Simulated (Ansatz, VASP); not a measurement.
**SnO2: VASP beside Ansatz**

The input POSCAR:

```
SnO2
1.0
    1.6170930752      0.9336291223      4.8005925840
   -1.6170930752      0.9336291223      4.8005925840
    0.0000000000     -1.8672582446      4.8005925840
Sn O
1 2
Direct
    0.5000000000      0.5000000000      0.5000000000
    0.7628300000      0.7628300000      0.7628300000
    0.2371700000      0.2371700000      0.2371700000
```

Contents of INCAR.step1:

```
  PREC = Accurate
  ENCUT = 520
  ISMEAR = -1
  SIGMA = 0.05
  LREAL = F
  LASPH = T
  NELM = 150
  LNONCOLLINEAR = T
  MAGMOM = 0 0 0 0 0 0 0 0 0
  LSORBIT = T
  GGA_COMPAT = F
  NBANDS = 39
  GGA = PE
  ALGO = Normal
  EDIFF = 1E-4
  LWAVE = T
  LCHARG = F
```

File INCAR.step2:

```
  PREC = Accurate
  ENCUT = 520
  EDIFF = 1E-6
  ISMEAR = -1
  SIGMA = 0.05
  LREAL = F
  LASPH = T
  NELM = 150
  ALGO = Normal
  ISIF = 2
  LWAVE = F
  LCHARG = T
  LNONCOLLINEAR = T
  MAGMOM = 0 0 0 0 0 0 0 0 0
  LORBIT = 11
  LSORBIT = T
  GGA_COMPAT = F
  LORBMOM = T
  METAGGA = R2SCAN
  LMIXTAU = T
  LVHAR = T
  NBANDS = 39
  ISTART = 1
```

Contents of KPOINTS:

```
Automatic mesh
0
Gamma
  7 7 7
```

The input input.yaml:

```yaml
crystal:
  lattice:
    - [1.6170930752, 0.9336291223, 4.800592584]
    - [-1.6170930752, 0.9336291223, 4.800592584]
    - [0.0, -1.8672582446, 4.800592584]
  atoms:
    - { symbol: Sn, position: [0.5, 0.5, 0.5] }
    - { symbol: O, position: [0.76283, 0.76283, 0.76283] }
    - { symbol: O, position: [0.23717, 0.23717, 0.23717] }
hamiltonian:
  xc: r2scan
  pseudopotentials: { kind: paw_fr }
magnetization:
  noncollinear: true
  spin_orbit: true
kpoints:
  mp_grid: { grid: [7, 7, 7] }
  band_path:
    path:
      - [[0.0, 0.0, 0.0], [0.5, 0.0, 0.0], [0.5, 0.1918821804, -0.1918821804]]
      - [[0.8081178196, 0.5, 0.1918821804], [0.5, 0.5, 0.5], [0.0, 0.0, 0.0], [0.3459410902, 0.0, -0.3459410902]]
      - [[0.6540589098, 0.3459410902, 0.0], [0.5, 0.5, 0.0], [0.6540589098, 0.6540589098, 0.1918821804], [0.5, 0.5, 0.5]]
      - [[0.5, 0.0, 0.0], [0.8081178196, 0.3459410902, 0.3459410902]]
    npoints: 14
scf:
  occupations: { method: fermi_dirac, width: 0.05 }
  n_extra_bands: 7
output:
  forces: true
  stress: true
  eigenvalues: true
  fatbands: true
```

Alike in both runs: functional r2SCAN; k mesh 7 × 7 × 7; occupations fermi-dirac, width 0.05 eV; non-collinear spin, spin-orbit coupling.

|  | VASP | Ansatz |
| --- | --- | --- |
| version | VASP 6.6.1 | Ansatz 0.2.0 |
| potentials or method | VASP PAW PBE potentials, release 64 (Sn_d, O) | Ansatz PAW |
| plane-wave cutoff (eV) | 520 | 500 |
| valence electrons in the cell | 26 | 26 |
| task | single point | band structure |

|  | VASP | Ansatz | Ansatz less VASP |
| --- | --- | --- | --- |
| pressure (GPa) | -6.3 | -7.2 | -0.93 |
| traceless stress, the component that is largest in VASP (GPa) | 0.53 | 1.10 | +0.564 |
| rms of the force components (eV/Å) | 0.261 | 0.298 | +0.0371 |

VASP's potentials were made for PBE, not for r2SCAN. Atom by atom the forces differ by 0.037 eV/Å (rms over components).
